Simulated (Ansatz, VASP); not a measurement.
**One calculation of Mg, two programs**

```
CELL_PARAMETERS angstrom
0.00000 2.26261 2.26261
2.26261 0.00000 2.26261
2.26261 2.26261 0.00000
ATOMIC_POSITIONS crystal
Mg 0.00000 0.00000 0.00000
```

Alike in both runs: task single point; functional PBE; k mesh 8 × 8 × 8; occupations gaussian, width 0.05 eV; no spin polarisation.

```csv
,VASP,Ansatz
version,VASP 6.6.1,Ansatz 0.2.0
potentials or method,"VASP PAW PBE potentials, release 64 (Mg), cutoff 600 eV","scalar-relativistic, plane waves, PAW"
valence electrons in the cell,2,10
```

Ansatz gave:

```
gap on the k mesh at the Fermi level (eV) : none
pressure (GPa)                            : 0.0
```

Problem. What did VASP give for the same quantities?

Solution. gap on the k mesh at the Fermi level (eV): none; pressure (GPa): -0.1.

A gap of «none» marks a metal or a gap that the smearing closes. VASP's potentials hold 2 valence electrons a cell and Ansatz's 10, so a difference there can come from the potentials and not from the codes.
